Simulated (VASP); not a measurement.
Wanted: the native input for a VASP 6.6.1 run.

```
Task                   : single point
Functional             : BLYP
Potentials or basis    : VASP PAW PBE potentials, release 64 (Cd)
Cutoff                 : 520 eV
k mesh                 : 12 × 12 × 6
Occupations            : fermi-dirac, width 0.1 eV
Spin                   : no spin polarisation
Dipole correction      : no
Further INCAR settings : ALGO = Normal; EDIFF = 1e-06; NBANDS = 19
```

The structure of Cd lies in POSCAR:

```
Cd
1.0
    3.0972784556      0.0000000000      0.0000000000
   -1.5486392278      2.6823218251      0.0000000000
    0.0000000000      0.0000000000      6.4200637829
Cd
2
Direct
    0.3333333333      0.6666666667      0.2500000000
    0.6666666667      0.3333333333      0.7500000000
```

These files were run (other wordings do the same):

INCAR

```
PREC = Accurate ; ENCUT = 520
EDIFF = 1E-6 ; ISMEAR = -1
SIGMA = 0.1 ; LREAL = F
LASPH = T ; NELM = 100
ALGO = Normal ; ISIF = 2
LWAVE = F ; LCHARG = F
GGA = B5 ; ALDAX = 1.0
AGGAX = 1.0 ; AGGAC = 1.0
ALDAC = 0.0 ; NBANDS = 19
```

KPOINTS

```
Automatic mesh
0
Gamma
  12 12 6
```

Potentials or basis: VASP PAW PBE potentials, release 64 (Cd).

Command:

```console
$ cat potpaw_PBE.64/Cd/POTCAR > POTCAR
$ mpirun -np 1 vasp_std > vasp.out
```

Results of the run:

| Item | Value |
| --- | --- |
| Pressure | 0.2 GPa |
| Band gap on the k mesh | zero (band 12 reaches 3.15 eV, above the bottom of band 13 at -0.13 eV) |

Caveat: the PAW data sets were made with another functional, which shifts forces and pressure a little.

It took 59 s on 1 thread of Intel(R) Xeon(R) Platinum 8259CL CPU @ 2.50GHz (Skylake/Cascade Lake) (shared host), peak memory 0.2 GiB.
